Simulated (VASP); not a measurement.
# ZnO (P6_3mc) in VASP: single point with PBE

Aim: the single point of ZnO with PBE.

All numbers are computed with VASP 6.6.1; they aren't measurements. Logs are shortened: lines on timing, memory, paths and dates and some standing lists are left out, and cuts for length are marked.

**1. The cell of the first run**

It takes space group P6_3mc (No. 186, hexagonal). The conventional cell has a = 3.160 Å, b = 3.160 Å, c = 5.063 Å, α = 90.00°, β = 90.00°, γ = 120.00°. Zn (site symmetry 3m) has 4 O at 1.92 Å within 2.5 Å. O (site symmetry 3m) has 4 Zn at 1.92 Å within 2.5 Å.

**2. Single point, PBE**

File INCAR:

```
ALGO = Normal ; EDIFF = 1E-6
ENCUT = 910 ; GGA = PE
GGA_COMPAT = F ; ISIF = 2
ISMEAR = 0 ; LASPH = T
LCHARG = F ; LREAL = F
LWAVE = F ; NBANDS = 26
NELM = 120 ; PREC = Accurate
SIGMA = 0.01
```

File KPOINTS:

```
k-points
0
Gamma
  12 12 4
```

File POSCAR:

```
ZnO
1.0
    3.1602406537      0.0000000000      0.0000000000
   -1.5801203269      2.7368484230      0.0000000000
    0.0000000000      0.0000000000      5.0630144059
Zn O
2 2
Direct
    0.3333333333      0.6666666667      0.5000000000
    0.6666666667      0.3333333333      0.0000000000
    0.6666666667      0.3333333333      0.3790100000
    0.3333333333      0.6666666667      0.8790100000
```

Potentials or basis: VASP PAW PBE potentials, release 64 (Zn, O_h).

Launch:

```bash
$ cat potpaw_PBE.64/Zn/POTCAR potpaw_PBE.64/O_h/POTCAR > POTCAR
$ mpirun -np 1 vasp_std > vasp.out
```

OUTCAR:

```text
EDIFF = 1E-6
   ENCUT = 910
   GGA = PE
   ISIF = 2
   ISMEAR = 0
   LASPH = T
   LREAL = F
   NELM = 120
   PREC = Accurate

 ion  position               nearest neighbor table
   1  0.333  0.667  0.500-   4 1.92   3 1.92   3 1.92   3 1.92
   2  0.667  0.333  0.000-   3 1.92   4 1.92   4 1.92   4 1.92
   3  0.667  0.333  0.379-   2 1.92   1 1.92   1 1.92   1 1.92
   4  0.333  0.667  0.879-   1 1.92   2 1.92   2 1.92   2 1.92

  LATTYP: Found a hexagonal cell.
 ALAT       =     3.1602406537
 C/A-ratio  =     1.6020977390

  Lattice vectors:

 A1 = (   3.1602406537,   0.0000000000,   0.0000000000)
 A2 = (  -1.5801203269,   2.7368484230,   0.0000000000)
 A3 = (   0.0000000000,   0.0000000000,   5.0630144059)

Analysis of symmetry for initial positions (statically):
=====================================================================
 Subroutine PRICEL returns:
 Original cell was already a primitive cell.

 Routine SETGRP: Setting up the symmetry group for a
 hexagonal supercell.

 Subroutine GETGRP returns: Found 12 space group operations
 (whereof  6 operations were pure point group operations)
 out of a pool of 24 trial point group operations.

The static configuration has the point symmetry C_3v.
 The point group associated with its full space group is C_6v.

Analysis of symmetry for dynamics (positions and initial velocities):
=====================================================================
 Subroutine PRICEL returns:
 Original cell was already a primitive cell.

 Routine SETGRP: Setting up the symmetry group for a
 hexagonal supercell.

 Subroutine GETGRP returns: Found 12 space group operations
 (whereof  6 operations were pure point group operations)
 out of a pool of 24 trial point group operations.

The dynamic configuration has the point symmetry C_3v.
 The point group associated with its full space group is C_6v.

 Subroutine INISYM returns: Found 12 space group operations
 (whereof  6 operations are pure point group operations),
 and found     1 'primitive' translations

----------------------------------------------------------------------------------------

                                     Primitive cell

  volume of cell :      43.7905
[... 88 lines left out ...]
   LNONCOLLINEAR =      F non collinear calculations
   LSORBIT =      F    spin-orbit coupling
   LASPH  =      T    aspherical Exc in radial PAW
   ENCUT  =  910.0 eV  66.88 Ry    8.18 a.u.   7.77  7.77 12.45*2*pi/ulx,y,z
   NELM   =    120;   NELMIN=  2; NELMDL= -5     # of ELM steps
   EDIFF  = 0.1E-05   stopping-criterion for ELM
   LREAL  =      F    real-space projection
   EDIFFG = 0.1E-04   stopping-criterion for IOM
   NSW    =      0    number of steps for IOM
   IBRION =     -1    ionic relax: 0-MD 1-quasi-New 2-CG
   NFREE  =      0    steps in history (QN), initial steepest desc. (CG)
   ISIF   =      2    stress and relaxation
   ISYM   =      2    0-nonsym 1-usesym 2-fastsym
   POTIM  = 0.5000    time-step for ionic-motion
   TEBEG  =    0.0;   TEEND  =   0.0 temperature during run
   PSTRESS=    0.0 pullay stress
   NELECT =      36.0000    total number of electrons
   NUPDOWN=      -1.0000    fix difference up-down
   EMIN   =  10.00;   EMAX   =-10.00  energy-range for DOS
   EFERMI =   0.00;   METHOD = LEGACY
   ISMEAR =     0;   SIGMA  =   0.01  broadening in eV -4-tet -1-fermi 0-gaus
   EFERMI_NEDOS =   21; number of points for ismear=-14 and -15
   IALGO  =     38    algorithm
   IMIX   =      4    mixing-type and parameters
     AMIX     =   0.40;   BMIX     =  1.00
     AMIX_MAG =   1.60;   BMIX_MAG =  1.00
  volume/ion in A,a.u.               =      10.95        73.88
  Fermi-wavevector in a.u.,A,eV,Ry     =   1.533613  2.898107 32.000458  2.351967
  Thomas-Fermi vector in A             =   2.640655
   LORBIT       =      0    0 simple, 1 ext, 2 COOP (PROOUT), +10 PAW based schemes
   GGA     = PE    functional components
   LHFCALC =     F    Hartree Fock is set to
   AEXX    =    0.0000 exact exchange contribution
   IVDW    =     0    specifies the selected vdW correction
   LEPSILON=     F    determine dielectric tensor
   LRPA    =     F    only Hartree local field effects (RPA)
 non-spin polarized calculation
 Gauss-broadening in eV      SIGMA  =   0.01
  energy-cutoff  :      910.00
  volume of cell :       43.79
 maximum number of plane-waves:      2749
 NGX is ok and might be reduce to    32
   NGX = 15   NGY = 15   NGZ = 25

 number of electron      35.9999992 magnetization

 Free energy of the ion-electron system (eV)
  ---------------------------------------------------
  ext. energy  EPLUGINS =         0.00000000
  ---------------------------------------------------
  free energy    TOTEN  =       -17.52101934 eV

  energy without entropy =      -17.52101934  energy(sigma->0) =      -17.52101934

 E-fermi :   2.4348     XC(G=0): -11.3680

 val. band max:        2.3511533274   @ k =   0.0000   0.0000   0.0000
 cond. band min:       3.2638109823   @ k =   0.0000   0.0000   0.0000
 fundamental gap:      0.9126576549
 Fermi energy:         2.4347680771

 k-point     1 :       0.0000    0.0000    0.0000
  band No.  band energies     occupation
      1     -16.4568      2.00000
      2     -15.5885      2.00000
      3      -3.9658      2.00000
      4      -3.7901      2.00000
      5      -3.7901      2.00000
      6      -3.7391      2.00000
[... 685 lines left out ...]
     25      16.2645      0.00000
     26      16.8460      0.00000

 [... further k-points ...]

------------------------ aborting loop because EDIFF is reached ----------------------------------------

  FORCE on cell =-STRESS in cart. coord.  units (eV):
  Direction    XX          YY          ZZ          XY          YZ          ZX
  --------------------------------------------------------------------------------------
  -------------------------------------------------------------------------------------
  Total        5.5565460      5.5565449      6.1769598     -0.0000000      0.0000000      0.0000000
  in kB      203.2990886    203.2990492    225.9983639     -0.0000000      0.0000000      0.0000000
  external PRESSURE =     210.8655006 kB  Pullay stress =       0.0000000 kB

 VOLUME and BASIS-vectors are now :
 -----------------------------------------------------------------------------
  energy-cutoff  :      910.00
  volume of cell :       43.79
      direct lattice vectors                 reciprocal lattice vectors
     3.160240654  0.000000000  0.000000000     0.316431598  0.182691886  0.000000000
    -1.580120327  2.736848423  0.000000000     0.000000000  0.365383772  0.000000000
     0.000000000  0.000000000  5.063014406     0.000000000  0.000000000  0.197510795

 POSITION                                       TOTAL-FORCE (eV/Angst)
 -----------------------------------------------------------------------------------
     -0.00000      1.82457      2.53151        -0.000000     -0.000000     -0.106601
      1.58012      0.91228      0.00000        -0.000000      0.000000     -0.106601
      1.58012      0.91228      1.91893         0.000000      0.000000      0.106601
     -0.00000      1.82457      4.45044        -0.000000      0.000000      0.106601
 -----------------------------------------------------------------------------------
    total drift:                                0.000000      0.000000     -0.000061

  FREE ENERGIE OF THE ION-ELECTRON SYSTEM (eV)
  ---------------------------------------------------
  free  energy   TOTEN  =       -17.5210193353 eV

  energy  without entropy=      -17.5210193353  energy(sigma->0) =      -17.52101934
```

It took 2 min on 1 thread of AMD EPYC 7R43 (Zen 3), shared host; peak memory 0.25 GiB.

Results:

* Free energy: -17.5210 eV
* Pressure: 21.1 GPa
* Largest force: 0.107 eV/Å
* Band gap on the k mesh: 0.91 eV

Forces on the atoms (eV/Å):
```
Zn   0.000  0.000 -0.107
Zn   0.000  0.000 -0.107
O    0.000  0.000  0.107
O    0.000  0.000  0.107
```

Stress tensor (GPa, compression positive):
```
20.33  0.00  0.00
 0.00 20.33  0.00
 0.00  0.00 22.60
```

Levels at points of the mesh, in eV from the valence-band top:
```tsv
k point	band 14	band 15	band 16	band 17	band 18	band 19	band 20	band 21	band 22	band 23
(0.00, 0.00, 0.00)	-0.91	-0.91	-0.10	0.00	0.00	0.91	5.52	8.54	13.27	13.27
(0.50, 0.00, 0.00)	-3.81	-3.07	-2.57	-1.41	-0.94	6.13	6.96	7.72	9.04	11.11
(0.00, 0.00, 0.50)	-2.28	-0.45	-0.45	-0.45	-0.45	3.66	3.66	10.46	10.46	13.57
(0.50, 0.00, 0.50)	-3.91	-1.69	-1.69	-1.51	-1.51	5.85	5.85	8.90	8.90	11.67
```

Caveat: the cutoff is under 1.25 times the usual one of these potentials, so pressure, stress and relaxed cells hold a basis-set (Pulay) error; the cell stands under pressure.
